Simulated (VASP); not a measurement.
A run of VASP 6.6.1 is set up as follows.

The input INCAR:

```
PREC = Accurate
ENCUT = 600
EDIFF = 1E-6
ISMEAR = 0
SIGMA = 0.1
LREAL = False
LASPH = True
NELM = 120
ALGO = Normal
ISIF = 2
LWAVE = False
LCHARG = False
GGA = PS
NBANDS = 18
GGA_COMPAT = False
```

KPOINTS

```
regular mesh
0
Gamma
  6 6 4
```

Contents of POSCAR:

```
Cu
1.0
    2.7757455596      0.0000000000      0.0000000000
   -1.3878727798      2.4038661691      0.0000000000
    0.0000000000      0.0000000000      5.2892916390
Cu
2
Direct
    0.3333333333      0.6666666667      0.2500000000
    0.6666666667      0.3333333333      0.7500000000
```

Potentials or basis: VASP PAW PBE potentials, release 64 (Cu).

Run with:

```sh
$ cat potpaw_PBE.64/Cu/POTCAR > POTCAR
$ mpirun -np 1 vasp_std > vasp.out
```

(1) What does it give for the band gap on the k mesh?

(2) Estimate the pressure.

Results:

(1) zero (bands 11 and 12 overlap by 5.42 eV).

(2) -21.9 GPa.

Caveat: the k points lie up to 0.44 Å⁻¹ apart, too coarse for converged energies and pressures of a metal; the PAW data sets were made with another functional, which shifts forces and pressure a little.
